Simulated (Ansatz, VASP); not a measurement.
**Mo in VASP and in Ansatz**

File INCAR:

```
ALGO = Normal ; EDIFF = 1E-7
ENCUT = 520 ; ISIF = 2
ISMEAR = 1 ; LASPH = True
LCHARG = False ; LREAL = False
LWAVE = False ; NBANDS = 13
NELM = 60 ; PREC = Accurate
SIGMA = 0.1
```

Contents of KPOINTS:

```
k-points
0
Gamma
  13 13 13
```

The input POSCAR:

```
Mo
1.0
   -1.5941202034      1.5941202034      1.5941202034
    1.5941202034     -1.5941202034      1.5941202034
    1.5941202034      1.5941202034     -1.5941202034
Mo
1
Direct
    0.0000000000      0.0000000000      0.0000000000
```

Input for Ansatz:

```yaml
crystal:
  lattice:
    - [-1.594120203361724, 1.594120203361724, 1.594120203361724]
    - [1.594120203361724, -1.594120203361724, 1.594120203361724]
    - [1.594120203361724, 1.594120203361724, -1.594120203361724]
  atoms:
    - { symbol: Mo, position: [0.0, 0.0, 0.0] }
basis:
  ecutwfc: 510.0
kpoints:
  mp_grid:
    grid: [13, 13, 13]
hamiltonian:
  xc: lda
  pseudopotentials:
    kind: paw
scf:
  occupations:
    method: cold
output:
  stress: true
```

Alike in both runs: task single point; functional LDA; k mesh 13 × 13 × 13; no spin polarisation.

|  | VASP | Ansatz |
| --- | --- | --- |
| version | VASP 6.6.1 | Ansatz 0.2.0 |
| potentials or method | VASP PAW LDA potentials, release 64 (Mo_sv), cutoff 520 eV | plane waves, PAW |
| occupations | methfessel-paxton of order 1, width 0.1 eV | cold |
| valence electrons in the cell | 14 | 14 |

```tsv
	VASP	Ansatz	Ansatz less VASP
pressure (GPa)	-17.6	-18.6	-0.91
```

LDA's correlation is that of Perdew and Zunger in VASP and of Perdew and Wang (1992) in Ansatz.
